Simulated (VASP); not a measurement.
Set up this calculation in VASP 6.6.1, as the native input.

```yaml
Task: single point
Functional: LDA
Potentials_or_basis: VASP PAW LDA potentials, release 64 (Sn_d, O)
Cutoff: 520 eV
k_mesh: 8 × 6 × 6
Occupations: gaussian, width 0.05 eV
Spin: no spin polarisation
Dipole_correction: no
Further_INCAR_settings: ALGO = Normal; EDIFF = 1e-07; NBANDS = 28
```

The structure of SnO lies in POSCAR:

```
SnO
1.0
    3.6905055000      0.0000000000      0.0000000000
    0.0000000000      5.6741040000      0.0000000000
    0.0000000000      0.0000000000      4.2219700000
Sn O
2 2
Direct
    0.0000000000      0.2319090000      0.5131440000
    0.5000000000      0.7680910000      0.0131440000
    0.0000000000      0.8912500000      0.7368570000
    0.5000000000      0.1087500000      0.2368570000
```

This cell differs from its parent crystal: strain +0.1000 x Voigt [1, 0, 0, 0, 0, 0].

The input as run:

INCAR

```
PREC = Accurate
ENCUT = 520
EDIFF = 1E-7
ISMEAR = 0
SIGMA = 0.05
LREAL = F
LASPH = T
NELM = 100
ALGO = Normal
ISIF = 2
LWAVE = F
LCHARG = F
GGA = CA
NBANDS = 28
```

KPOINTS

```
Automatic mesh
0
Gamma
  8 6 6
```

Potentials or basis: VASP PAW LDA potentials, release 64 (Sn_d, O).

Command:

```console
$ cat potpaw_LDA.64/Sn_d/POTCAR potpaw_LDA.64/O/POTCAR > POTCAR
$ mpirun -np 1 vasp_std > vasp.out
```

It gave:

The pressure is -10.5 GPa. The largest force is 1.537 eV/Å and the band gap on the k mesh is 1.34 eV (least direct gap 2.14 eV).

Caveat: the cell differs from its parent crystal (strain +0.1000 x Voigt [1, 0, 0, 0, 0, 0]); the cell stands under tension; spin-orbit coupling is left out, which moves the levels of the heavy elements; forces of over 1 eV/Å act on the atoms, so gaps and moduli don't describe the material at rest.

It took 3.9 min on 1 thread of Intel Xeon 8259CL, with other jobs on the host, peak memory 0.27 GiB.
